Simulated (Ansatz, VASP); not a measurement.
One calculation of HfC, two programs

```xyz
4
Lattice="3.3429 0.0000 0.0000 -1.6714 2.8950 0.0000 0.0000 0.0000 5.2027" Properties=species:S:1:pos:R:3 pbc="T T T"
Hf    0.0000    1.9300    1.3007
Hf    1.6714    0.9650    3.9020
C     0.0000    0.0000    2.6014
C     0.0000    0.0000    0.0000
```

Alike in both runs: functional PBEsol; k mesh 7 × 7 × 4; occupations fermi-dirac, width 0.05 eV; no spin polarisation.

|  | VASP | Ansatz |
| --- | --- | --- |
| version | VASP 6.6.1 | Ansatz 0.2.0 |
| potentials or method | VASP PAW PBE potentials, release 64 (Hf_pv, C), cutoff 520 eV | all-electron LAPW, scalar-relativistic |
| task | single point | band structure |

|  | VASP | Ansatz | Ansatz less VASP |
| --- | --- | --- | --- |
| gap on the k mesh at the Fermi level (eV) | none | none | - |
| pressure (GPa) | -7.9 | -7.3 | +0.56 |
| traceless stress, the component that is largest in VASP (GPa) | 3.64 | 3.58 | -0.061 |

VASP's potentials were made for PBE, not for PBEsol. A gap of «none» marks a metal or a gap that the smearing closes. Ansatz ran all-electron here, and VASP with PAW potentials.

Spin-orbit coupling is off throughout. Noted on Ansatz's run: the k mesh is thin for a metal, which can move the energy by tens of meV per atom.
